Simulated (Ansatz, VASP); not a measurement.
**SnO2: VASP beside Ansatz**

The input POSCAR:

```
SnO2
1.0
    0.0000000000      2.4817490510      2.4817490510
    2.4817490510      0.0000000000      2.4817490510
    2.4817490510      2.4817490510      0.0000000000
Sn O
1 2
Direct
    0.0000000000      0.0000000000      0.0000000000
    0.2500000000      0.2500000000      0.2500000000
    0.7500000000      0.7500000000      0.7500000000
```

The input INCAR.step1:

```
PREC = Accurate ; ENCUT = 910
ISMEAR = 0 ; SIGMA = 0.01
LREAL = F ; LASPH = T
NELM = 120 ; NBANDS = 20
GGA = PE ; ALGO = Normal
EDIFF = 1E-5 ; LWAVE = T
LCHARG = F ; GGA_COMPAT = F
```

Contents of INCAR.step2:

```
PREC = Accurate ; ENCUT = 910
EDIFF = 1E-6 ; ISMEAR = 0
SIGMA = 0.01 ; LREAL = F
LASPH = T ; NELM = 120
ALGO = Normal ; ISIF = 2
LWAVE = F ; LCHARG = F
METAGGA = R2SCAN ; LMIXTAU = T
NBANDS = 20 ; ISTART = 1
GGA_COMPAT = F
```

The input KPOINTS:

```
Automatic mesh
0
Gamma
  8 8 8
```

Input for Ansatz:

```yaml
crystal:
  lattice:
    - [0.0, 2.481749051, 2.481749051]
    - [2.481749051, 0.0, 2.481749051]
    - [2.481749051, 2.481749051, 0.0]
  atoms:
    - { symbol: Sn, position: [0.0, 0.0, 0.0] }
    - { symbol: O, position: [0.25, 0.25, 0.25] }
    - { symbol: O, position: [0.75, 0.75, 0.75] }
kpoints:
  mp_grid: { grid: [8, 8, 8] }
hamiltonian:
  xc: r2scan
scf:
  occupations: { method: fixed }
  n_extra_bands: 4
output:
  forces: true
  stress: true
  eigenvalues: true
```

Alike in both runs: task single point; functional r2SCAN; k mesh 8 × 8 × 8; no spin polarisation.

|  | VASP | Ansatz |
| --- | --- | --- |
| version | VASP 6.6.1 | Ansatz 0.2.0 |
| potentials or method | VASP PAW PBE potentials, release 64 (Sn_d, O_h) | plane waves, PAW |
| plane-wave cutoff (eV) | 910 | 500 |
| occupations | gaussian, width 0.01 eV | fixed |
| valence electrons in the cell | 26 | 26 |

Ansatz gave:

- gap on the k mesh at the Fermi level (eV): 1.51

Question: What did VASP give for the same quantities?

Answer: gap on the k mesh at the Fermi level (eV): 1.54.

VASP's potentials were made for PBE, not for r2SCAN.

Noted on VASP's run: the cutoff is short for stress, so the pressure is rough.
